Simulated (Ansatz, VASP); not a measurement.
**One calculation of SnO, two programs**

File INCAR:

```
SYSTEM = SnO
PREC     = Accurate       ! precision mode
ENCUT    = 520            ! plane-wave cutoff, eV
EDIFF    = 1E-6           ! SCF threshold, eV
ISMEAR   = 0              ! smearing method
SIGMA    = 0.05           ! smearing width, eV
LREAL    = .False.        ! projectors in reciprocal space
LASPH    = .True.         ! aspherical terms in the spheres
NELM     = 100            ! most SCF steps
ALGO     = Normal         ! electronic algorithm
ISIF     = 2              ! what is computed and relaxed
LWAVE    = .False.        ! write WAVECAR
LCHARG   = .False.        ! write CHGCAR
GGA      = PE             ! functional
NBANDS   = 28             ! bands
```

The input KPOINTS:

```
Automatic mesh
0
Gamma
  10 10 8
  0 0 0
```

The input POSCAR:

```
SnO
1.0
    3.8681707514      0.0000000000      0.0000000000
    0.0000000000      3.8681707514      0.0000000000
    0.0000000000      0.0000000000      5.0672768981
Sn O
2 2
Direct
    0.0274202004      0.5274202004      0.2287361932
    0.4725797996     -0.0274202004      0.7712638068
   -0.0028722019      0.0028722019      0.0000000000
    0.5028722019      0.4971277981      0.0000000000
```

Input for Ansatz:

```yaml
crystal:
  lattice:
    - [3.8681707514, 0.0, 0.0]
    - [0.0, 3.8681707514, 0.0]
    - [0.0, 0.0, 5.0672768981]
  atoms:
    - { symbol: Sn, position: [0.0274202004, 0.5274202004, 0.2287361932] }
    - { symbol: Sn, position: [0.4725797996, -0.0274202004, 0.7712638068] }
    - { symbol: O, position: [-0.0028722019, 0.0028722019, 0.0] }
    - { symbol: O, position: [0.5028722019, 0.4971277981, 0.0] }
basis:
  ecutwfc: 420
kpoints:
  mp_grid: { grid: [10, 10, 8] }
hamiltonian:
  xc: pbe
scf:
  occupations: { method: gaussian, width: 0.05 }
output:
  forces: true
  stress: true
  eigenvalues: true
```

Change from the starting cell: mode 4 (104.6 1/cm) frozen in, largest displacement +0.150 Å.

Alike in both runs: task single point; functional PBE; k mesh 10 × 10 × 8; occupations gaussian, width 0.05 eV; no spin polarisation.

|  | VASP | Ansatz |
| --- | --- | --- |
| version | VASP 6.6.1 | Ansatz 0.2.0 |
| potentials or method | VASP PAW PBE potentials, release 64 (Sn_d, O), cutoff 520 eV | scalar-relativistic, plane waves, PAW |
| valence electrons in the cell | 40 | 40 |

VASP gave:

- gap on the k mesh at the Fermi level (eV): 0.54
- least direct gap on the mesh (eV): 1.87
- pressure (GPa): 1.1
- traceless stress, the component that is largest in VASP (GPa): -2.26
- rms of the force components (eV/Å): 0.330

Estimate Ansatz's values.

gap on the k mesh at the Fermi level (eV): 0.53; least direct gap on the mesh (eV): 1.90; pressure (GPa): 1.0; traceless stress, the component that is largest in VASP (GPa): -2.16; rms of the force components (eV/Å): 0.310.

Atom by atom the forces differ by 0.036 eV/Å (rms over components).
